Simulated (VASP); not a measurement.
# Si7Sn (Im-3m) in VASP: single point with PBE

Aim: the single point of Si7Sn with PBE.

Everything below comes from runs of VASP 6.6.1. Logs are shortened: lines on timing, memory, paths and dates and some standing lists are left out, and cuts for length are marked.

## (1) The cell of the first run

It takes space group Im-3m (No. 229, cubic). Conventional cell: a = 6.506 Å, b = 6.506 Å, c = 6.506 Å, α = 90.00°, β = 90.00°, γ = 90.00°. Si (site symmetry 4/mmm) has 12 Si at 2.82 to 3.25 Å and 2 Sn at 3.25 Å within 3.7 Å. Within 3.7 Å of Si (site symmetry -3m) lie 12 Si at 2.82 to 3.25 Å and 2 Sn at 2.82 Å. Within 3.7 Å of Sn (site symmetry m-3m) lie 14 Si at 2.82 to 3.25 Å.

## (2) Single point, PBE

File INCAR:

```
  PREC = Accurate
  ENCUT = 520
  EDIFF = 1E-6
  ISMEAR = 0
  SIGMA = 0.1
  LREAL = F
  LASPH = T
  NELM = 100
  ALGO = Normal
  ISIF = 2
  LWAVE = F
  LCHARG = T
  GGA = PE
  LELF = T
  LVHAR = T
  NBANDS = 31
```

File KPOINTS:

```
Automatic mesh
0
Gamma
  4 4 4
```

File POSCAR:

```
Si7Sn
1.0
   -3.2527793300      3.2527793300      3.2527793300
    3.2527793300     -3.2527793300      3.2527793300
    3.2527793300      3.2527793300     -3.2527793300
Si Sn
7 1
Direct
    0.0000000000      0.5000000000      0.5000000000
    0.5000000000      0.5000000000      0.0000000000
    0.5000000000      0.0000000000      0.5000000000
    0.0000000000      0.0000000000      0.5000000000
    0.0000000000      0.5000000000      0.0000000000
    0.5000000000      0.0000000000      0.0000000000
    0.5000000000      0.5000000000      0.5000000000
    0.0000000000      0.0000000000      0.0000000000
```

Potentials or basis: VASP PAW PBE potentials, release 64 (Si, Sn_d).

Command:

```bash
$ cat potpaw_PBE.64/Si/POTCAR potpaw_PBE.64/Sn_d/POTCAR > POTCAR
$ mpirun -np 1 vasp_std > vasp.out
```

OUTCAR:

```text
PREC = Accurate
   ENCUT = 520
   EDIFF = 1E-6
   ISMEAR = 0
   LREAL = F
   LASPH = T
   NELM = 100
   ISIF = 2
   GGA = PE

 ion  position               nearest neighbor table
   1  0.000  0.500  0.500-   4 2.82   5 2.82   6 2.82   7 2.82   5 2.82   4 2.82   7 2.82   6 2.82
                             8 3.25   8 3.25
   2  0.500  0.500  0.000-   4 2.82   5 2.82   6 2.82   7 2.82   7 2.82   6 2.82   5 2.82   4 2.82
                             8 3.25   8 3.25
   3  0.500  0.000  0.500-   4 2.82   5 2.82   6 2.82   7 2.82   6 2.82   7 2.82   4 2.82   5 2.82
                             8 3.25   8 3.25
   4  0.000  0.000  0.500-   1 2.82   2 2.82   3 2.82   8 2.82   8 2.82   1 2.82   3 2.82   2 2.82
[... 5 lines left out ...]
   7  0.500  0.500  0.500-   1 2.82   2 2.82   3 2.82   8 2.82   2 2.82   3 2.82   1 2.82   8 2.82

   8  0.000  0.000  0.000-   4 2.82   5 2.82   6 2.82   7 2.82   4 2.82   5 2.82   6 2.82   7 2.82
                             3 3.25   1 3.25   1 3.25   3 3.25   2 3.25   2 3.25

  LATTYP: Found a body centered cubic cell.
 ALAT       =     6.5055586600

  Lattice vectors:

 A1 = (  -3.2527793300,   3.2527793300,   3.2527793300)
 A2 = (   3.2527793300,  -3.2527793300,   3.2527793300)
 A3 = (   3.2527793300,   3.2527793300,  -3.2527793300)

Analysis of symmetry for initial positions (statically):
=====================================================================
 Subroutine PRICEL returns:
 Original cell was already a primitive cell.

 Routine SETGRP: Setting up the symmetry group for a
 body centered cubic supercell.

 Subroutine GETGRP returns: Found 48 space group operations
 (whereof 48 operations were pure point group operations)
 out of a pool of 48 trial point group operations.

The static configuration has the point symmetry O_h .

Analysis of symmetry for dynamics (positions and initial velocities):
=====================================================================
 Subroutine PRICEL returns:
 Original cell was already a primitive cell.

 Routine SETGRP: Setting up the symmetry group for a
 body centered cubic supercell.

 Subroutine GETGRP returns: Found 48 space group operations
 (whereof 48 operations were pure point group operations)
 out of a pool of 48 trial point group operations.

The dynamic configuration has the point symmetry O_h .

 Subroutine INISYM returns: Found 48 space group operations
 (whereof 48 operations are pure point group operations),
 and found     1 'primitive' translations

----------------------------------------------------------------------------------------

                                     Primitive cell

[... 95 lines left out ...]
   PSTRESS=    0.0 pullay stress
   NELECT =      42.0000    total number of electrons
   NUPDOWN=      -1.0000    fix difference up-down
   EMIN   =  10.00;   EMAX   =-10.00  energy-range for DOS
   EFERMI =   0.00;   METHOD = LEGACY
   ISMEAR =     0;   SIGMA  =   0.10  broadening in eV -4-tet -1-fermi 0-gaus
   EFERMI_NEDOS =   21; number of points for ismear=-14 and -15
   IALGO  =     38    algorithm
   IMIX   =      4    mixing-type and parameters
     AMIX     =   0.40;   BMIX     =  1.00
     AMIX_MAG =   1.60;   BMIX_MAG =  1.00
  volume/ion in A,a.u.               =      17.21       116.13
  Fermi-wavevector in a.u.,A,eV,Ry     =   1.102089  2.082646 16.525638  1.214600
  Thomas-Fermi vector in A             =   2.238526
   LORBIT       =      0    0 simple, 1 ext, 2 COOP (PROOUT), +10 PAW based schemes
   GGA     = PE    functional components
   LHFCALC =     F    Hartree Fock is set to
   AEXX    =    0.0000 exact exchange contribution
   IVDW    =     0    specifies the selected vdW correction
   LEPSILON=     F    determine dielectric tensor
   LRPA    =     F    only Hartree local field effects (RPA)
 non-spin polarized calculation
 Gauss-broadening in eV      SIGMA  =   0.10
  energy-cutoff  :      520.00
  volume of cell :      137.67
 maximum number of plane-waves:      3781
 NGX is ok and might be reduce to    42
   NGX = 21   NGY = 21   NGZ = 21

 number of electron      41.9999991 magnetization

 Free energy of the ion-electron system (eV)
  ---------------------------------------------------
  ext. energy  EPLUGINS =         0.00000000
  ---------------------------------------------------
  free energy    TOTEN  =       -36.82020760 eV

  energy without entropy =      -36.76782474  energy(sigma->0) =      -36.79401617

 E-fermi :   8.8103     XC(G=0): -10.7864

 val. band max:        8.7568779922   @ k =   0.2500   0.2500   0.0000
 cond. band min:       8.8538068910   @ k =   0.2500   0.2500   0.0000
 fundamental gap:      0.0969288988
 Fermi energy:         8.8102960373

 k-point     1 :       0.0000    0.0000    0.0000
  band No.  band energies     occupation
      1     -12.9067      2.00000
      2     -12.9067      2.00000
      3     -12.9067      2.00000
      4     -12.8679      2.00000
      5     -12.8679      2.00000
      6      -4.3335      2.00000
[... 261 lines left out ...]
     30      11.6262      0.00000
     31      11.6262      0.00000

------------------------ aborting loop because EDIFF is reached ----------------------------------------

  FORCE on cell =-STRESS in cart. coord.  units (eV):
  Direction    XX          YY          ZZ          XY          YZ          ZX
  --------------------------------------------------------------------------------------
  -------------------------------------------------------------------------------------
  Total       -2.8497764     -2.8497764     -2.8497764      0.0000000     -0.0000000     -0.0000000
  in kB      -33.1663421    -33.1663421    -33.1663421      0.0000000     -0.0000000     -0.0000000
  external PRESSURE =     -33.1663421 kB  Pullay stress =       0.0000000 kB

 VOLUME and BASIS-vectors are now :
 -----------------------------------------------------------------------------
  energy-cutoff  :      520.00
  volume of cell :      137.67
      direct lattice vectors                 reciprocal lattice vectors
    -3.252779330  3.252779330  3.252779330     0.000000000  0.153714700  0.153714700
     3.252779330 -3.252779330  3.252779330     0.153714700  0.000000000  0.153714700
     3.252779330  3.252779330 -3.252779330     0.153714700  0.153714700  0.000000000

 POSITION                                       TOTAL-FORCE (eV/Angst)
 -----------------------------------------------------------------------------------
      3.25278      0.00000      0.00000         0.000000      0.000000      0.000000
      0.00000      0.00000      3.25278        -0.000000      0.000000     -0.000000
      0.00000      3.25278      0.00000         0.000000     -0.000000      0.000000
      1.62639      1.62639     -1.62639        -0.000000      0.000000      0.000000
      1.62639     -1.62639      1.62639         0.000000     -0.000000     -0.000000
     -1.62639      1.62639      1.62639         0.000000     -0.000000      0.000000
      1.62639      1.62639      1.62639         0.000000     -0.000000      0.000000
      0.00000      0.00000      0.00000        -0.000000     -0.000000     -0.000000
 -----------------------------------------------------------------------------------
    total drift:                               -0.000000     -0.000000      0.000000

  FREE ENERGIE OF THE ION-ELECTRON SYSTEM (eV)
  ---------------------------------------------------
  free  energy   TOTEN  =       -36.8202075977 eV

  energy  without entropy=      -36.7678247354  energy(sigma->0) =      -36.79401617
```

OSZICAR:

```text
N       E                     dE             d eps       ncg     rms          rms(c)
DAV:   1     0.226923769380E+03    0.22692E+03   -0.17158E+04   503   0.136E+03
DAV:   2    -0.828635007598E+01   -0.23521E+03   -0.22194E+03   496   0.335E+02
DAV:   3    -0.358442277041E+02   -0.27558E+02   -0.26099E+02   591   0.943E+01
DAV:   4    -0.369800234939E+02   -0.11358E+01   -0.11210E+01   640   0.174E+01
DAV:   5    -0.370101353851E+02   -0.30112E-01   -0.30090E-01   669   0.335E+00    0.581E+00
DAV:   6    -0.368657994801E+02    0.14434E+00   -0.21402E-01   675   0.409E+00    0.332E+00
DAV:   7    -0.368234384171E+02    0.42361E-01   -0.85178E-02   650   0.179E+00    0.489E-01
DAV:   8    -0.368204443770E+02    0.29940E-02   -0.63878E-03   674   0.591E-01    0.180E-01
DAV:   9    -0.368202210023E+02    0.22337E-03   -0.10330E-03   642   0.169E-01    0.123E-01
DAV:  10    -0.368202144466E+02    0.65557E-05   -0.72175E-05   635   0.491E-02    0.836E-02
DAV:  11    -0.368202088450E+02    0.56017E-05   -0.24719E-05   626   0.198E-02    0.163E-02
DAV:  12    -0.368202076402E+02    0.12048E-05   -0.44752E-06   605   0.959E-03    0.873E-03
DAV:  13    -0.368202075977E+02    0.42503E-07   -0.20987E-07   367   0.221E-03
   1 F= -.36820208E+02 E0= -.36794016E+02  d E =-.523829E-01
```

stdout:

```text
POSCAR found type information on POSCAR SiSn
 POSCAR found :  2 types and       8 ions
 scaLAPACK will be used
 LDA part: xc-table for (Slater+PW92), standard interpolation
 POSCAR, INCAR and KPOINTS ok, starting setup
 FFT: planning ... GRIDC
 FFT: planning ... GRID_SOFT
 FFT: planning ... GRID
 WAVECAR not read
 entering main loop
```

It took 69 s on 1 thread of Intel Xeon 8259CL, shared host; peak memory 0.25 GiB.

Results:

* Free energy: -36.8202 eV
* Pressure: -3.3 GPa
* Band gap on the k mesh: zero (band 21 reaches 11.31 eV, above the bottom of band 22 at 8.07 eV)

Levels at points of the mesh, in eV from the Fermi level:
```
           k point  band 18  band 19  band 20  band 21  band 22  band 23  band 24  band 25
(0.00, 0.00, 0.00)    -5.63    -0.54    -0.54    -0.54    -0.24     2.91     2.91     3.92
(0.50, 0.00, 0.00)    -1.63    -1.36    -0.87    -0.77    -0.74    -0.64     1.06     1.08
(0.50, 0.50, 0.50)    -2.34    -2.34     2.50     2.50     2.50     2.55     2.55     2.55
```

Caveat: spin-orbit coupling is left out, which moves the levels of the heavy elements.
